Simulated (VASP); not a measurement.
# GaSb (F-43m) in VASP: further runs

The runs below take GaSb through single point, with PBE0, HF.

Program: VASP 6.6.1. These are calculated values, not measurements. Logs are shortened: lines on timing, memory, paths and dates and some standing lists are left out, and cuts for length are marked.

**1. The cell of the first run**

The structure is cubic, space group F-43m (No. 216). The conventional cell has a = 6.111 Å, b = 6.111 Å, c = 6.111 Å, α = 90.00°, β = 90.00°, γ = 90.00°. Ga (site symmetry -43m) has 4 Sb at 2.65 Å within 3.5 Å. Sb (site symmetry -43m) has 4 Ga at 2.65 Å within 3.5 Å.

**2. Single point, PBE0**

POSCAR reads:

```
GaSb
1.0
    0.0000000000      3.0556142815      3.0556142815
    3.0556142815      0.0000000000      3.0556142815
    3.0556142815      3.0556142815      0.0000000000
Ga Sb
1 1
Direct
    0.0000000000      0.0000000000      0.0000000000
    0.2500000000      0.2500000000      0.2500000000
```

INCAR.step1 reads:

```
SYSTEM = GaSb
PREC = Accurate
ENCUT = 400
EDIFF = 1E-5
ISMEAR = 0
SIGMA = 0.1
LREAL = .FALSE.
LASPH = .TRUE.
NELM = 120
ALGO = Normal
ISIF = 2
LWAVE = .TRUE.
GGA = PE
NBANDS = 21
GGA_COMPAT = .FALSE.
```

INCAR.step2 reads:

```
SYSTEM = GaSb
PREC = Accurate
ENCUT = 400
EDIFF = 1E-6
ISMEAR = 0
SIGMA = 0.1
LREAL = .FALSE.
LASPH = .TRUE.
NELM = 120
ALGO = Normal
ISIF = 2
LWAVE = .FALSE.
LCHARG = .TRUE.
GGA = PE
LHFCALC = .TRUE.
AEXX = 0.25
PRECFOCK = Normal
LELF = .TRUE.
LVHAR = .TRUE.
ISTART = 1
NBANDS = 21
GGA_COMPAT = .FALSE.
```

KPOINTS reads:

```
regular mesh
0
G
  4 4 4
  0 0 0
```

Potentials or basis: VASP PAW PBE potentials, release 64 (Ga_d, Sb_d_GW).

Command:

```
> cat potpaw_PBE.64/Ga_d/POTCAR potpaw_PBE.64/Sb_d_GW/POTCAR > POTCAR
> cp INCAR.step1 INCAR
> mpirun -np 1 vasp_std > vasp.out
> cp INCAR.step2 INCAR
> mpirun -np 1 vasp_std > vasp.out
```

OUTCAR:

```text
SYSTEM = GaSb
   PREC = Accurate
   ENCUT = 400
   EDIFF = 1E-6
   ISMEAR = 0
   LREAL = .FALSE.
   LASPH = .TRUE.
   NELM = 120
   ISIF = 2
   GGA = PE
   LHFCALC = .TRUE.
   AEXX = 0.25
   PRECFOCK = Normal
   ISTART = 1

 ion  position               nearest neighbor table
   1  0.000  0.000  0.000-   2 2.65   2 2.65   2 2.65   2 2.65
   2  0.250  0.250  0.250-   1 2.65   1 2.65   1 2.65   1 2.65

  LATTYP: Found a face centered cubic cell.
 ALAT       =     6.1112285630

  Lattice vectors:

 A1 = (   0.0000000000,   3.0556142815,   3.0556142815)
 A2 = (   3.0556142815,   0.0000000000,   3.0556142815)
 A3 = (   3.0556142815,   3.0556142815,   0.0000000000)

Analysis of symmetry for initial positions (statically):
=====================================================================
 Subroutine PRICEL returns:
 Original cell was already a primitive cell.

 Routine SETGRP: Setting up the symmetry group for a
 face centered cubic supercell.

 Subroutine GETGRP returns: Found 24 space group operations
 (whereof 24 operations were pure point group operations)
 out of a pool of 48 trial point group operations.

The static configuration has the point symmetry T_d .

Analysis of symmetry for dynamics (positions and initial velocities):
=====================================================================
 Subroutine PRICEL returns:
 Original cell was already a primitive cell.

 Routine SETGRP: Setting up the symmetry group for a
 face centered cubic supercell.

 Subroutine GETGRP returns: Found 24 space group operations
 (whereof 24 operations were pure point group operations)
 out of a pool of 48 trial point group operations.

The dynamic configuration has the point symmetry T_d .

 Subroutine INISYM returns: Found 24 space group operations
 (whereof 24 operations are pure point group operations),
 and found     1 'primitive' translations

----------------------------------------------------------------------------------------

                                     Primitive cell

  volume of cell :      57.0592

  direct lattice vectors                    reciprocal lattice vectors
     0.000000000  3.055614282  3.055614282    -0.163633219  0.163633219  0.163633219
     3.055614282  0.000000000  3.055614282     0.163633219 -0.163633219  0.163633219
[... 69 lines left out ...]
   LREAL  =      F    real-space projection
   EDIFFG = 0.1E-04   stopping-criterion for IOM
   NSW    =      0    number of steps for IOM
   IBRION =     -1    ionic relax: 0-MD 1-quasi-New 2-CG
   NFREE  =      0    steps in history (QN), initial steepest desc. (CG)
   ISIF   =      2    stress and relaxation
   ISYM   =      3    0-nonsym 1-usesym 2-fastsym
   POTIM  = 0.5000    time-step for ionic-motion
   TEBEG  =    0.0;   TEEND  =   0.0 temperature during run
   PSTRESS=    0.0 pullay stress
   NELECT =      28.0000    total number of electrons
   NUPDOWN=      -1.0000    fix difference up-down
   EMIN   =  10.00;   EMAX   =-10.00  energy-range for DOS
   EFERMI =   0.00;   METHOD = LEGACY
   ISMEAR =     0;   SIGMA  =   0.10  broadening in eV -4-tet -1-fermi 0-gaus
   EFERMI_NEDOS =   21; number of points for ismear=-14 and -15
   IALGO  =     38    algorithm
   IMIX   =      1    mixing-type and parameters
     AMIX     =   0.40;   BMIX     =  1.00
     AMIX_MAG =   1.60;   BMIX_MAG =  1.00
  volume/ion in A,a.u.               =      28.53       192.53
  Fermi-wavevector in a.u.,A,eV,Ry     =   1.291276  2.440157 22.686258  1.667393
  Thomas-Fermi vector in A             =   2.423056
   LORBIT       =      0    0 simple, 1 ext, 2 COOP (PROOUT), +10 PAW based schemes
   GGA     = PE    functional components
   LHFCALC =     T    Hartree Fock is set to
   PRECFOCK=normal    Normal, Fast or Accurate (Low or Medium for compatibility)
   ENCUT4O =  -1.0   cutoff for four orbital integrals eV
   NKREDX  =     1    reduce k-point grid by
   NKREDY  =     1    reduce k-point grid by
   NKREDZ  =     1    reduce k-point grid by
   AEXX    =    0.2500 exact exchange contribution
   HFSCREEN=    0.0000 screening length (either q_TF or 0.3 A-1)
   HFSCREENC=   0.0000 screening length for correlation (either q_TF or 0.3 A-1)
   ENCUTFOCK=  -1.0 apply spherical cutoff to Coloumb kernel
   IVDW    =     0    specifies the selected vdW correction
   LEPSILON=     F    determine dielectric tensor
   LRPA    =     F    only Hartree local field effects (RPA)
 non-spin polarized calculation
 Gauss-broadening in eV      SIGMA  =   0.10
  energy-cutoff  :      400.00
  volume of cell :       57.06
 maximum number of plane-waves:      1056
  NGX = 24; NGY = 24; NGZ = 24

 number of electron      28.0000024 magnetization

 Free energy of the ion-electron system (eV)
  ---------------------------------------------------
  ext. energy  EPLUGINS =         0.00000000
  ---------------------------------------------------
  free energy    TOTEN  =        -9.48532336 eV

  energy without entropy =       -9.48532336  energy(sigma->0) =       -9.48532336

 E-fermi :   3.6282     XC(G=0):  -7.3431

 val. band max:        3.1952906283   @ k =   0.0000   0.0000   0.0000
 cond. band min:       4.7881526894   @ k =   0.0000   0.0000   0.0000
 fundamental gap:      1.5928620611
 Fermi energy:         3.6282251884

 k-point     1 :       0.0000    0.0000    0.0000
  band No.  band energies     occupation
      1     -27.7921      2.00000
      2     -27.7921      2.00000
      3     -27.7921      2.00000
      4     -27.7680      2.00000
      5     -27.7680      2.00000
      6     -14.5531      2.00000
[... 181 lines left out ...]
     20      15.3308      0.00000
     21      16.4297      0.00000

------------------------ aborting loop because EDIFF is reached ----------------------------------------

  FORCE on cell =-STRESS in cart. coord.  units (eV):
  Direction    XX          YY          ZZ          XY          YZ          ZX
  --------------------------------------------------------------------------------------
  -------------------------------------------------------------------------------------
  Total        0.1489963      0.1489963      0.1489963     -0.0000000     -0.0000000      0.0000000
  in kB        4.1836997      4.1836997      4.1836997     -0.0000000     -0.0000000      0.0000000
  external PRESSURE =       4.1836997 kB  Pullay stress =       0.0000000 kB

 VOLUME and BASIS-vectors are now :
 -----------------------------------------------------------------------------
  energy-cutoff  :      400.00
  volume of cell :       57.06
      direct lattice vectors                 reciprocal lattice vectors
     0.000000000  3.055614282  3.055614282    -0.163633219  0.163633219  0.163633219
     3.055614282  0.000000000  3.055614282     0.163633219 -0.163633219  0.163633219
     3.055614282  3.055614282  0.000000000     0.163633219  0.163633219 -0.163633219

 POSITION                                       TOTAL-FORCE (eV/Angst)
 -----------------------------------------------------------------------------------
      0.00000      0.00000      0.00000         0.000000      0.000000      0.000000
      1.52781      1.52781      1.52781        -0.000000     -0.000000     -0.000000
 -----------------------------------------------------------------------------------
    total drift:                               -0.000053      0.000026      0.000001

  FREE ENERGIE OF THE ION-ELECTRON SYSTEM (eV)
  ---------------------------------------------------
  free  energy   TOTEN  =        -9.4853233584 eV

  energy  without entropy=       -9.4853233584  energy(sigma->0) =       -9.48532336
```

It took 10 min on 1 thread of AMD EPYC 9R45 (Zen 5), shared host; peak memory 0.16 GiB.

What came out:

* Free energy: -9.4853 eV
* Pressure: 0.4 GPa
* Band gap on the k mesh: 1.59 eV

Caveat: the k points lie up to 0.45 Å⁻¹ apart; the PAW data sets were made with another functional, which shifts forces and pressure a little; spin-orbit coupling is left out, which moves the levels of the heavy elements. A k mesh can miss the band edges.

**3. Single point, HF**

POSCAR is that of step 2.

INCAR.step1 reads:

```
SYSTEM = GaSb
ALGO = Normal
EDIFF = 1E-5
ENCUT = 400
GGA = PE
GGA_COMPAT = .False.
ISIF = 2
ISMEAR = 0
LASPH = .True.
LREAL = .False.
LWAVE = .True.
NBANDS = 21
NELM = 120
PREC = Accurate
SIGMA = 0.1
```

INCAR.step2 reads:

```
SYSTEM = GaSb
AEXX = 1.0
AGGAC = 0.0
ALDAC = 0.0
ALGO = Normal
EDIFF = 1E-6
ENCUT = 400
GGA = PE
GGA_COMPAT = .False.
ISIF = 2
ISMEAR = 0
ISTART = 1
LASPH = .True.
LCHARG = .True.
LELF = .True.
LHFCALC = .True.
LREAL = .False.
LVHAR = .True.
LWAVE = .False.
NBANDS = 21
NELM = 120
PREC = Accurate
PRECFOCK = Normal
SIGMA = 0.1
```

KPOINTS reads:

```
k-points
0
Gamma
  4 4 4
  0 0 0
```

Potentials or basis: VASP PAW PBE potentials, release 64 (Ga_d, Sb_d_GW).

Command:

```
> cat potpaw_PBE.64/Ga_d/POTCAR potpaw_PBE.64/Sb_d_GW/POTCAR > POTCAR
> cp INCAR.step1 INCAR
> mpirun -np 1 vasp_std > vasp.out
> cp INCAR.step2 INCAR
> mpirun -np 1 vasp_std > vasp.out
```

It took 21 min on 1 thread of Intel Xeon Platinum 8259CL at 2.50GHz (Skylake/Cascade Lake), shared host; peak memory 0.18 GiB.

Results (log left out):

```yaml
Free_energy: -14.4195 eV
Pressure: 3.4 GPa
Band_gap_on_the_k_mesh: 6.42 eV (least direct gap 6.93 eV)
```

Levels at points of the mesh, in eV from the valence-band top:
```
           k point  band 12  band 13  band 14  band 15  band 16  band 17
(0.00, 0.00, 0.00)     0.00     0.00     0.00     6.94     8.76     8.76
(0.50, 0.00, 0.00)    -8.53    -1.51    -1.51     6.42     9.84     9.84
(0.50, 0.50, 0.00)    -9.09    -3.44    -3.44     6.44     6.68    16.79
```

Caveat: the k points lie up to 0.45 Å⁻¹ apart; the PAW data sets were made with another functional, which shifts forces and pressure a little; spin-orbit coupling is left out, which moves the levels of the heavy elements.
